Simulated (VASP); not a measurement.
Crystal: WC.

```
CELL_PARAMETERS angstrom
0.00000 2.17797 2.17797
2.17797 0.00000 2.17797
2.17797 2.17797 0.00000
ATOMIC_POSITIONS crystal
W 0.00000 0.00000 0.00000
C 0.50000 0.50000 0.50000
```

Base run:

| Property | Result |
| --- | --- |
| Program | VASP 6.6.1 |
| Functional | r2SCAN |
| Potentials or basis | VASP PAW PBE potentials, release 64 (W_sv, C) |
| Cutoff | 520 eV |
| k mesh | 10 × 10 × 10 |
| Occupations | fermi-dirac, width 0.05 eV |
| Spin | no spin polarisation |

Its results: band gap on the k mesh zero (band 9 reaches 13.86 eV, above the bottom of band 10 at 10.43 eV); pressure 3.9 GPa.

After a change of settings the same cell gave: band gap on the k mesh zero (band 9 reaches 13.81 eV, above the bottom of band 10 at 10.53 eV); pressure 7.1 GPa. Which change was it?
A. functional from r2SCAN to LDA; potentials or basis from VASP PAW PBE potentials, release 64 (W_sv, C) to VASP PAW LDA potentials, release 64 (W_sv, C)
B. functional from r2SCAN to PBE0; k mesh from 10 × 10 × 10 to 6 × 6 × 6
C. functional from r2SCAN to PBE
D. potentials or basis from VASP PAW PBE potentials, release 64 (W_sv, C) to VASP PAW PBE potentials, release 64 (W_sv, C_h); cutoff from 520 eV to 910 eV

C.

Caveats: spin-orbit coupling is left out, which moves the levels of the heavy elements; the PAW data sets were made with another functional, which shifts forces and pressure a little (some runs).
